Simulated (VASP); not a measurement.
# KTa6 in VASP: notebook

Runs on KTa6. Level: PBEsol. Tasks: single point.

All numbers are computed with VASP 6.6.1; they aren't measurements. Logs are shortened: lines on timing, memory, paths and dates and some standing lists are left out, and cuts for length are marked.

## Step 1: The cell of the first run

The cell holds a slab with vacuum, 7 atoms: a = 4.639 Å, b = 4.639 Å, c = 19.944 Å, α = 90.00°, β = 90.00°, γ = 120.00°.

## Step 2: Single point, PBEsol

File INCAR:

```
PREC = Accurate
ENCUT = 520
EDIFF = 1E-6
ISMEAR = 0
SIGMA = 0.1
LREAL = False
LASPH = True
NELM = 60
ALGO = Normal
ISIF = 2
LWAVE = False
LCHARG = False
LDIPOL = True
IDIPOL = 3
DIPOL = 0.5 0.5 0.351
GGA = PS
NBANDS = 46
```

File KPOINTS:

```
Automatic mesh
0
Gamma
  6 6 1
```

File POSCAR:

```
KTa6
1.0
    4.6392671641      0.0000000000      0.0000000000
   -2.3196335821      4.0177232191      0.0000000000
    0.0000000000      0.0000000000     19.9438808552
Ta K
6 1
Direct
    0.6666666667      0.3333333333      0.2005627706
    0.3333333333      0.6666666667      0.2480453268
    0.0000000000      0.0000000000      0.2955278831
    0.6666666667      0.3333333333      0.3400187737
    0.3333333333      0.6666666667      0.3814681521
    0.0000000000      0.0000000000      0.4233820346
    0.0000000000      0.6666666667      0.5688672414
```

Potentials or basis: VASP PAW PBE potentials, release 64 (Ta_pv, K_sv).

Started as:

```console
$ cat potpaw_PBE.64/Ta_pv/POTCAR potpaw_PBE.64/K_sv/POTCAR > POTCAR
$ mpirun -np 1 vasp_std > vasp.out
```

OUTCAR:

```text
PREC = Accurate
   ENCUT = 520
   EDIFF = 1E-6
   ISMEAR = 0
   LREAL = False
   LASPH = True
   NELM = 60
   ISIF = 2
   GGA = PS

 ion  position               nearest neighbor table
   1  0.667  0.333  0.201-   4 2.78   2 2.84   2 2.84   2 2.84   3 3.28   3 3.28   3 3.28
   2  0.333  0.667  0.248-   5 2.66   1 2.84   1 2.84   3 2.84   1 2.84   3 2.84   3 2.84   4 3.25
                             4 3.25   4 3.25
   3  0.000  0.000  0.296-   6 2.55   4 2.82   4 2.82   4 2.82   2 2.84   2 2.84   2 2.84   5 3.18
                             5 3.18   5 3.18   1 3.28   1 3.28   1 3.28
   4  0.667  0.333  0.340-   1 2.78   5 2.80   5 2.80   5 2.80   3 2.82   3 2.82   3 2.82   6 3.15
                             6 3.15   6 3.15   2 3.25   2 3.25   2 3.25
   5  0.333  0.667  0.381-   2 2.66   4 2.80   4 2.80   4 2.80   6 2.81   6 2.81   6 2.81   3 3.18
                             3 3.18   3 3.18
   6  0.000  0.000  0.423-   3 2.55   5 2.81   5 2.81   5 2.81   4 3.15   4 3.15   4 3.15   7 3.29

   7  0.000  0.667  0.569-   6 3.29

  LATTYP: Found a hexagonal cell.
 ALAT       =     4.6392671641
 C/A-ratio  =     4.2989291519

  Lattice vectors:

 A1 = (   4.6392671641,   0.0000000000,   0.0000000000)
 A2 = (  -2.3196335821,   4.0177232191,   0.0000000000)
 A3 = (   0.0000000000,   0.0000000000,  19.9438808552)

Analysis of symmetry for initial positions (statically):
=====================================================================
 Subroutine PRICEL returns:
 Original cell was already a primitive cell.

 Routine SETGRP: Setting up the symmetry group for a
 hexagonal supercell.

 Subroutine GETGRP returns: Found  1 space group operations
 (whereof  1 operations were pure point group operations)
 out of a pool of 24 trial point group operations.

The static configuration has the point symmetry C_1 .

Analysis of symmetry for dynamics (positions and initial velocities):
=====================================================================
 Subroutine PRICEL returns:
 Original cell was already a primitive cell.

 Routine SETGRP: Setting up the symmetry group for a
 hexagonal supercell.

 Subroutine GETGRP returns: Found  1 space group operations
 (whereof  1 operations were pure point group operations)
 out of a pool of 24 trial point group operations.

The dynamic configuration has the point symmetry C_1 .

 Subroutine INISYM returns: Found  1 space group operations
 (whereof  1 operations are pure point group operations),
 and found     1 'primitive' translations

----------------------------------------------------------------------------------------

                                     Primitive cell

  volume of cell :     371.7398

  direct lattice vectors                    reciprocal lattice vectors
     4.639267164  0.000000000  0.000000000     0.215551285  0.124448593  0.000000000
    -2.319633582  4.017723219  0.000000000     0.000000000  0.248897185  0.000000000
     0.000000000  0.000000000 19.943880855     0.000000000  0.000000000  0.050140693

  length of vectors
     4.639267164  4.639267164 19.943880855     0.248897185  0.248897185  0.050140693

  position of ions in fractional coordinates (direct lattice)
     0.666666667  0.333333333  0.200562771
     0.333333333  0.666666667  0.248045327
     0.000000000  0.000000000  0.295527883
     0.666666667  0.333333333  0.340018774
     0.333333333  0.666666667  0.381468152
     0.000000000  0.000000000  0.423382035
     0.000000000  0.666666667  0.568867241

  ion indices of the primitive-cell ions
   primitive index   ion index
                 1           1
                 2           2
                 3           3
                 4           4
                 5           5
                 6           6
                 7           7

----------------------------------------------------------------------------------------

 KPOINTS: Automatic mesh

Automatic generation of k-mesh.
 Grid dimensions read from file:
 generate k-points for:    6    6    1

 Generating k-lattice:

  Cartesian coordinates                     Fractional coordinates (reciprocal lattice)
     0.035925214  0.020741432  0.000000000     0.166666667  0.000000000  0.000000000
     0.000000000  0.041482864  0.000000000     0.000000000  0.166666667  0.000000000
     0.000000000  0.000000000  0.050140693     0.000000000  0.000000000  1.000000000

  Length of vectors
     0.041482864  0.041482864  0.050140693

  Shift w.r.t. Gamma in fractional coordinates (k-lattice)
     0.000000000  0.000000000  0.000000000

 Subroutine IBZKPT returns following result:
 ===========================================

 Found     20 irreducible k-points:

 Following reciprocal coordinates:
            Coordinates               Weight
  0.000000  0.000000  0.000000      1.000000
  0.166667  0.000000  0.000000      2.000000
  0.000000  0.166667  0.000000      2.000000
 -0.166667  0.166667  0.000000      2.000000
  0.333333 -0.000000  0.000000      2.000000
  0.000000  0.333333  0.000000      2.000000
[... 12 lines left out ...]
  0.500000 -0.166667  0.000000      2.000000
  0.333333  0.333333  0.000000      2.000000
   k-points           NKPTS =     20   k-points in BZ     NKDIM =     20   number of bands    NBANDS=     46
   number of dos      NEDOS =    301   number of ions     NIONS =      7
   total plane-waves  NPLWV = 194400
   dimension x,y,z NGX =    36 NGY =   36 NGZ =  150
   dimension x,y,z NGXF=    72 NGYF=   72 NGZF=  300
   ions per type =               6   1
   NGX,Y,Z   is equivalent  to a cutoff of  12.90, 12.90, 12.50 a.u.
   NGXF,Y,Z  is equivalent  to a cutoff of  25.80, 25.80, 25.01 a.u.
 SYSTEM =  unknown system
   PREC   = accura    normal or accurate (medium, high low for compatibility)
   ISTART =      0    job   : 0-new  1-cont  2-samecut
   ICHARG =      2    charge: 1-file 2-atom 10-const
   ISPIN  =      1    spin polarized calculation?
   LNONCOLLINEAR =      F non collinear calculations
   LSORBIT =      F    spin-orbit coupling
   LASPH  =      T    aspherical Exc in radial PAW
   ENCUT  =  520.0 eV  38.22 Ry    6.18 a.u.   8.63  8.63 37.08*2*pi/ulx,y,z
   NELM   =     60;   NELMIN=  2; NELMDL= -5     # of ELM steps
   EDIFF  = 0.1E-05   stopping-criterion for ELM
   LREAL  =      F    real-space projection
   EDIFFG = 0.1E-04   stopping-criterion for IOM
   NSW    =      0    number of steps for IOM
   IBRION =     -1    ionic relax: 0-MD 1-quasi-New 2-CG
   NFREE  =      0    steps in history (QN), initial steepest desc. (CG)
   ISIF   =      2    stress and relaxation
   ISYM   =      2    0-nonsym 1-usesym 2-fastsym
   POTIM  = 0.5000    time-step for ionic-motion
   TEBEG  =    0.0;   TEEND  =   0.0 temperature during run
   PSTRESS=    0.0 pullay stress
   NELECT =      75.0000    total number of electrons
   NUPDOWN=      -1.0000    fix difference up-down
   EMIN   =  10.00;   EMAX   =-10.00  energy-range for DOS
   EFERMI =   0.00;   METHOD = LEGACY
   ISMEAR =     0;   SIGMA  =   0.10  broadening in eV -4-tet -1-fermi 0-gaus
   EFERMI_NEDOS =   21; number of points for ismear=-14 and -15
   IALGO  =     38    algorithm
   IMIX   =      4    mixing-type and parameters
     AMIX     =   0.40;   BMIX     =  1.00
     AMIX_MAG =   1.60;   BMIX_MAG =  1.00
  volume/ion in A,a.u.               =      53.11       358.37
  Fermi-wavevector in a.u.,A,eV,Ry     =   0.960172  1.814461 12.543615  0.921930
  Thomas-Fermi vector in A             =   2.089432
   LORBIT       =      0    0 simple, 1 ext, 2 COOP (PROOUT), +10 PAW based schemes
   GGA     = PS    functional components
   LHFCALC =     F    Hartree Fock is set to
   AEXX    =    0.0000 exact exchange contribution
   IVDW    =     0    specifies the selected vdW correction
   LEPSILON=     F    determine dielectric tensor
   LRPA    =     F    only Hartree local field effects (RPA)
 non-spin polarized calculation
 Gauss-broadening in eV      SIGMA  =   0.10
  energy-cutoff  :      520.00
  volume of cell :      371.74
 maximum number of plane-waves:     10037
 NGX is ok and might be reduce to    36
   NGX = 17   NGY = 17   NGZ = 75

 dipolmoment           0.000000      0.000000      0.086389 electrons x Angstroem

 number of electron      75.0000006 magnetization

 dipolmoment           0.000000      0.000000     -0.140978 electrons x Angstroem

 Free energy of the ion-electron system (eV)
  ---------------------------------------------------
  ext. energy  EPLUGINS =         0.00000000
  ---------------------------------------------------
  free energy    TOTEN  =       -69.60539498 eV

  energy without entropy =      -69.56780102  energy(sigma->0) =      -69.58659800

 E-fermi :   0.1105     XC(G=0):  -5.7536

 val. band max:        0.0928698654   @ k =   0.5000   0.5000   0.0000
 cond. band min:       0.1301201924   @ k =  -0.3333   0.1667   0.0000
 fundamental gap:      0.0372503270
 Fermi energy:         0.1105455456

 k-point     1 :       0.0000    0.0000    0.0000
  band No.  band energies     occupation
      1     -34.6196      2.00000
      2     -34.4248      2.00000
      3     -34.3017      2.00000
      4     -34.2996      2.00000
      5     -34.1199      2.00000
      6     -34.1173      2.00000
[... 38 lines left out ...]
     45       2.4506      0.00000
     46       2.4709      0.00000

 k-point     2 :       0.1667    0.0000    0.0000
  band No.  band energies     occupation
      1     -34.6283      2.00000
      2     -34.4441      2.00000
      3     -34.3417      2.00000
      4     -34.3134      2.00000
      5     -34.1969      2.00000
      6     -34.1609      2.00000
[... 38 lines left out ...]
     45       2.1420      0.00000
     46       2.3232      0.00000

 k-point     3 :       0.0000    0.1667    0.0000
  band No.  band energies     occupation
      1     -34.6283      2.00000
      2     -34.4441      2.00000
      3     -34.3420      2.00000
      4     -34.3130      2.00000
      5     -34.1960      2.00000
      6     -34.1623      2.00000
[... 38 lines left out ...]
     45       2.1405      0.00000
     46       2.3517      0.00000

 k-point     4 :      -0.1667    0.1667    0.0000
  band No.  band energies     occupation
      1     -34.6283      2.00000
      2     -34.4441      2.00000
      3     -34.3406      2.00000
      4     -34.3146      2.00000
      5     -34.1958      2.00000
      6     -34.1614      2.00000
[... 724 lines left out ...]
     45       1.7383      0.00000
     46       1.9856      0.00000

 k-point    19 :       0.5000   -0.1667    0.0000
  band No.  band energies     occupation
      1     -34.6579      2.00000
      2     -34.5222      2.00000
      3     -34.4010      2.00000
      4     -34.2890      2.00000
      5     -34.2625      2.00000
      6     -34.1327      2.00000
[... 38 lines left out ...]
     45       1.7419      0.00000
     46       1.9657      0.00000

 k-point    20 :       0.3333    0.3333    0.0000
  band No.  band energies     occupation
      1     -34.6607      2.00000
      2     -34.5450      2.00000
      3     -34.3508      2.00000
      4     -34.2771      2.00000
      5     -34.2678      2.00000
      6     -34.1484      2.00000
[... 38 lines left out ...]
     45       1.5674      0.00000
     46       1.8832      0.00000

------------------------ aborting loop because EDIFF is reached ----------------------------------------

 vacuum level on the upper side and lower side of the slab       (xc-potential included)        -1.399         0.129

  FORCE on cell =-STRESS in cart. coord.  units (eV):
  Direction    XX          YY          ZZ          XY          YZ          ZX
  --------------------------------------------------------------------------------------
  -------------------------------------------------------------------------------------
  Total       -5.0591118     -4.6128288     -3.5204108     -0.2941451     -0.8768324      0.3230339
  in kB      -21.8044827    -19.8810286    -15.1727695     -1.2677488     -3.7790975      1.3922575
  external PRESSURE =     -18.9527602 kB  Pullay stress =       0.0000000 kB

 VOLUME and BASIS-vectors are now :
 -----------------------------------------------------------------------------
  energy-cutoff  :      520.00
  volume of cell :      371.74
      direct lattice vectors                 reciprocal lattice vectors
     4.639267164  0.000000000  0.000000000     0.215551285  0.124448593  0.000000000
    -2.319633582  4.017723219  0.000000000     0.000000000  0.248897185  0.000000000
     0.000000000  0.000000000 19.943880855     0.000000000  0.000000000  0.050140693

 POSITION                                       TOTAL-FORCE (eV/Angst)
 -----------------------------------------------------------------------------------
      2.31963      1.33924      4.00000         0.014496     -0.009949      1.784210
     -0.00000      2.67848      4.94699        -0.004709      0.000668     -0.025121
      0.00000      0.00000      5.89397        -0.022489      0.016504     -1.829169
      2.31963      1.33924      6.78129         0.040109     -0.010496      0.069138
     -0.00000      2.67848      7.60796         0.008227     -0.015025      0.255159
      0.00000      0.00000      8.44388        -0.169088      0.330739     -0.258706
     -1.54642      2.67848     11.34542         0.133454     -0.312441      0.004489
 -----------------------------------------------------------------------------------
    total drift:                                0.000001     -0.000032      0.000628

  FREE ENERGIE OF THE ION-ELECTRON SYSTEM (eV)
  ---------------------------------------------------
  free  energy   TOTEN  =       -69.6053949751 eV

  energy  without entropy=      -69.5678010190  energy(sigma->0) =      -69.58659800

 vacuum level on the upper side and lower side of the slab         1.494         3.060
```

Run time: 7.2 min. Hardware: 1 thread of Intel Xeon 6975P-C (Granite Rapids), shared host; peak memory 0.58 GiB.

What came out:

| Item | Value |
| --- | --- |
| Free energy | -69.6054 eV |
| Largest force | 1.829 eV/Å |
| Band gap on the k mesh | zero (an odd number of electrons rules out a gap without spin polarisation) |

Forces in eV/Å, atoms in the order of the input:
```
Ta   0.014 -0.010  1.784
Ta  -0.005  0.001 -0.025
Ta  -0.022  0.017 -1.829
Ta   0.040 -0.010  0.069
Ta   0.008 -0.015  0.255
Ta  -0.169  0.331 -0.259
K    0.133 -0.312  0.004
```

Caveat: the PAW data sets were made with another functional, which shifts forces and pressure a little; spin-orbit coupling is left out, which moves the levels of the heavy elements.

(Part 1 of 2 ends here.)

The gap in the log of VASP goes by the Fermi energy; the results here count the filled bands.